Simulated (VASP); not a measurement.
The system is CoSi2.

```
Co Si
1.0
     0.00000    2.67992    2.67992
     2.67992    0.00000    2.67992
     2.67992    2.67992    0.00000
Co Si
1 2
Direct
  0.00000 0.00000 0.00000
  0.25000 0.25000 0.25000
  0.75000 0.75000 0.75000
```

* Program: VASP 6.6.1
* Task: relaxation of cell and atoms
* Functional: PBEsol
* Potentials or basis: VASP PAW PBE potentials, release 64 (Co, Si)
* Cutoff: 600 eV
* k mesh: 14 × 14 × 14
* Occupations: gaussian, width 0.1 eV
* Spin: no spin polarisation

At the start: pressure -4.9 GPa; volume 12.83 Å³/atom.

Task: How do energy, volume and symmetry change on relaxing?

Result: Over 3 steps the energy falls by 5.1 meV/atom and the volume is 12.50 Å³/atom (-2.6 %); space group Fm-3m (No. 225, to 0.05 Å).

Step by step:
| step | energy change (eV) | largest force (eV/Å) | pressure (GPa) | volume (Å³) |
| --- | --- | --- | --- | --- |
| 1 | 0.0000 | 0.0000 | -4.86 | 38.49 |
| 2 | 0.0066 | 0.0000 | 6.36 | 36.36 |
| 3 | -0.0154 | 0.0000 | -0.04 | 37.51 |

Final structure:
```yaml
crystal:
  lattice:
    - [0.00000, 2.65679, 2.65679]
    - [2.65679, 0.00000, 2.65679]
    - [2.65679, 2.65679, 0.00000]
  atoms:
    - { symbol: Co, position: [0.00000, 0.00000, 0.00000] }
    - { symbol: Si, position: [0.25000, 0.25000, 0.25000] }
    - { symbol: Si, position: [0.75000, 0.75000, 0.75000] }
```

Caveat: the PAW data sets were made with another functional, which shifts forces and pressure a little.
